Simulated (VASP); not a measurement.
The system is Al.

```
Al
1.0
    -0.02046    1.97065    2.04383
     2.00266    0.00997    2.01341
     2.05929    1.99687   -0.04667
Al
1
Direct
  0.00000 0.00000 0.00000
```

| Property | Result |
| --- | --- |
| Program | VASP 6.6.1 |
| Task | relaxation of cell and atoms |
| Functional | RPBE |
| Dispersion | D4 |
| Potentials or basis | VASP PAW PBE potentials, release 64 (Al) |
| Cutoff | 600 eV |
| k mesh | 11 × 11 × 11 |
| Occupations | fermi-dirac, width 0.05 eV |
| Spin | no spin polarisation |

At the start: pressure -4.8 GPa; volume 16.57 Å³/atom.

**Question.** Where does the relaxation end?

**Answer.** Over 15 steps the energy falls by 21.6 meV/atom and the volume is 15.57 Å³/atom (-6.0 %); space group Immm (No. 71, to 0.1 Å) before, Fm-3m (No. 225, to 0.1 Å).

The path:
```csv
step,energy change (eV),largest force (eV/Å),pressure (GPa),volume (Å³)
1,0.0000,0.0000,-4.84,16.57
2,-0.0192,0.0000,1.09,15.40
3,-0.0195,0.0000,0.41,15.51
4,-0.0211,0.0000,0.30,15.52
5,-0.0214,0.0000,0.26,15.52
6,-0.0214,0.0000,0.25,15.52
7,-0.0214,0.0000,0.24,15.52
8,-0.0214,0.0000,0.23,15.53
9,-0.0213,0.0000,0.22,15.53
10,-0.0214,0.0000,0.23,15.53
11,-0.0214,0.0000,0.22,15.53
12,-0.0215,0.0000,0.23,15.53
13,-0.0216,0.0000,-0.15,15.59
14,-0.0216,0.0000,-0.15,15.59
15,-0.0216,0.0000,-0.01,15.57
```

Final structure:
```
Al
1.0
    -0.00444    1.98136    1.98548
     1.98425   -0.00397    1.98499
     1.97738    1.97265    0.00327
Al
1
Direct
  0.00000 0.00000 0.00000
```

Caveat: the PAW data sets were made with another functional, which shifts forces and pressure a little.
